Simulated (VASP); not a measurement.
Re, 2 atoms in the cell. Symmetry: P6_3/mmc, No. 194, hexagonal system. Conventional cell: a = 2.750 Å, b = 2.750 Å, c = 4.491 Å, α = 90.00°, β = 90.00°, γ = 120.00°. Within 3.6 Å of Re (site symmetry -6m2) lie 12 Re at 2.75 Å. 

* Program: VASP 6.6.1
* Task: relaxation of cell and atoms
* Functional: LDA
* Potentials or basis: VASP PAW LDA potentials, release 64 (Re)
* Cutoff: 600 eV
* k mesh: 11 × 11 × 6
* Occupations: methfessel-paxton, width 0.1 eV
* Spin: no spin polarisation
* Dipole correction: no
* Further INCAR settings: ALGO = Normal; EDIFF = 1e-06; IBRION = 2; EDIFFG = -0.02; NSW = 80; ISIF = 3

Potentials or basis: VASP PAW LDA potentials, release 64 (Re).

Command:

```console
$ cat potpaw_LDA.64/Re/POTCAR > POTCAR
$ mpirun -np 1 vasp_std > vasp.out
```

Hardware: 1 thread of Intel(R) Xeon(R) Platinum 8259CL CPU @ 2.50GHz (Skylake/Cascade Lake), with other jobs on the host.

Q: Estimate the wall time of this run.

A: Wall time 67 s on 1 thread of Intel(R) Xeon(R) Platinum 8259CL CPU @ 2.50GHz (Skylake/Cascade Lake) (shared host), peak memory 0.16 GiB. Counts: scf iterations 43, k points 64, ion steps 7.
